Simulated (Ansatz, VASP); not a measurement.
One calculation of NaCl, two programs

The input POSCAR:

```
NaCl
1.0
    0.0000000000      2.7467402617      2.7467402617
    2.7467402617      0.0000000000      2.7467402617
    2.7467402617      2.7467402617      0.0000000000
Na Cl
1 1
Direct
    0.0000000000      0.0000000000      0.0000000000
    0.5000000000      0.5000000000      0.5000000000
```

Contents of INCAR.step1:

```
ALGO = Normal
EDIFF = 1E-4
ENCUT = 520
GGA = PE
ISMEAR = 0
LASPH = T
LCHARG = F
LREAL = F
LWAVE = T
NBANDS = 14
NELM = 100
PREC = Accurate
SIGMA = 0.02
```

Contents of INCAR.step2:

```
ALGO = Normal
EDIFF = 1E-7
ENCUT = 520
ISIF = 2
ISMEAR = 0
ISTART = 1
LASPH = T
LCHARG = T
LELF = T
LMIXTAU = T
LREAL = F
LVHAR = T
LWAVE = F
METAGGA = R2SCAN
NBANDS = 14
NELM = 100
PREC = Accurate
SIGMA = 0.02
```

Contents of KPOINTS:

```
k-points
0
Gamma
  8 8 8
```

Input for Ansatz:

```yaml
crystal:
  lattice:
    - [0.0, 2.7467402617, 2.7467402617]
    - [2.7467402617, 0.0, 2.7467402617]
    - [2.7467402617, 2.7467402617, 0.0]
  atoms:
    - { symbol: Na, position: [0.0, 0.0, 0.0] }
    - { symbol: Cl, position: [0.5, 0.5, 0.5] }
basis:
  ecutwfc: 500
kpoints:
  mp_grid: { grid: [8, 8, 8] }
hamiltonian:
  xc: r2scan
scf:
  occupations: { method: gaussian, width: 0.02 }
output:
  forces: true
  stress: true
  eigenvalues: true
```

Alike in both runs: task single point; functional r2SCAN; k mesh 8 × 8 × 8; occupations gaussian, width 0.02 eV; no spin polarisation.

|  | VASP | Ansatz |
| --- | --- | --- |
| version | VASP 6.6.1 | Ansatz 0.2.0 |
| potentials or method | VASP PAW PBE potentials, release 64 (Na_pv, Cl), cutoff 520 eV | scalar-relativistic, plane waves, PAW |
| valence electrons in the cell | 14 | 16 |

```tsv
	VASP	Ansatz	Ansatz less VASP
gap on the k mesh at the Fermi level (eV)	6.27	6.24	-0.023
least direct gap on the mesh (eV)	6.27	6.24	-0.023
pressure (GPa)	1.7	2.0	+0.29
```

VASP's potentials were made for PBE, not for r2SCAN. VASP's potentials hold 14 valence electrons a cell and Ansatz's 16, so a difference there can come from the potentials and not from the codes.
